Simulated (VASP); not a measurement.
A run of VASP 6.6.1 is set up as follows.

File INCAR:

```
  ALGO = Fast
  EDIFF = 1E-6
  ENCUT = 520
  GGA = PS
  ISIF = 2
  ISMEAR = 0
  LASPH = True
  LCHARG = False
  LREAL = False
  LWAVE = False
  NBANDS = 34
  NELM = 80
  PREC = Accurate
  SIGMA = 0.15
```

Contents of KPOINTS:

```
k-points
0
Gamma
  11 11 4
```

Contents of POSCAR:

```
Al2Pt
1.0
    2.9482572969     -2.9482572969      0.0000000000
    2.9482572969      0.0000000000     -2.9482572969
    6.8792670260      5.4051383776      5.4051383776
Al Pt
6 3
Direct
    0.5972194444      0.5972194444      0.4166833333
    0.9861083333     -0.0138916667      0.0833500000
    0.2083305556      0.2083305556      0.7500166667
    0.5138861111      0.5138861111      0.9166833333
    0.9027750000     -0.0972250000      0.5833500000
    0.2916638889      0.2916638889      0.2500166667
    0.2499972222      0.2499972222      0.5000166667
    0.6388861111      0.6388861111      0.1666833333
    0.8611083333     -0.1388916667      0.8333500000
```

Potentials or basis: VASP PAW PBE potentials, release 64 (Al, Pt).

Launch:

```console
$ cat potpaw_PBE.64/Al/POTCAR potpaw_PBE.64/Pt/POTCAR > POTCAR
$ mpirun -np 1 vasp_std > vasp.out
```

Question: What does it give for the largest force?

Answer: 0.968 eV/Å.

Question: Predict the pressure.

Answer: -1.1 GPa.

Question: Estimate the band gap on the k mesh.

Answer: Zero (band 24 reaches 10.15 eV, above the bottom of band 25 at 6.91 eV).

Stress tensor (GPa, compression positive):
```
-3.32 -1.83 -1.83
-1.83 -0.06 -1.62
-1.83 -1.62 -0.06
```

Caveat: the PAW data sets were made with another functional, which shifts forces and pressure a little; spin-orbit coupling is left out, which moves the levels of the heavy elements.
